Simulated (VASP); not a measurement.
The system is Ni3Ge.

```
Ni Ge
1.0
     3.41744    0.00000    0.00000
     0.00000    3.41744    0.00000
     0.00000    0.00000    3.41744
Ni Ge
3 1
Direct
  0.50000 0.00000 0.50000
  0.00000 0.50000 0.50000
  0.50000 0.50000 0.00000
  0.00000 0.00000 0.00000
```

Base run:

| Item | Value |
| --- | --- |
| Program | VASP 6.6.1 |
| Functional | LDA |
| Potentials or basis | VASP PAW LDA potentials, release 64 (Ni, Ge_d) |
| Cutoff | 520 eV |
| k mesh | 12 × 12 × 12 |
| Occupations | gaussian, width 0.15 eV |
| Spin | collinear spin, ferromagnetic start |
| Starting moments | [0.625, 0.625, 0.625, 0.0] μB |
| Fixed moment | 1.875 μB |

Its results: pressure 21.9 GPa; site moments Ni +0.59; Ge +0.07 μB.

Question: The run is repeated on the same cell with these changes: fixed moment from 1.875 μB to 2.25 μB; moments at the start from [0.62, 0.62, 0.62, 0.0] to [0.75, 0.75, 0.75, 0.0]. What comes out?

Answer: Pressure 23.6 GPa; site moments Ni +0.70; Ge +0.10 μB.

Caveats: the cell stands under pressure; the total moment is fixed, so each spin has its own Fermi level and the state may be an excited one.
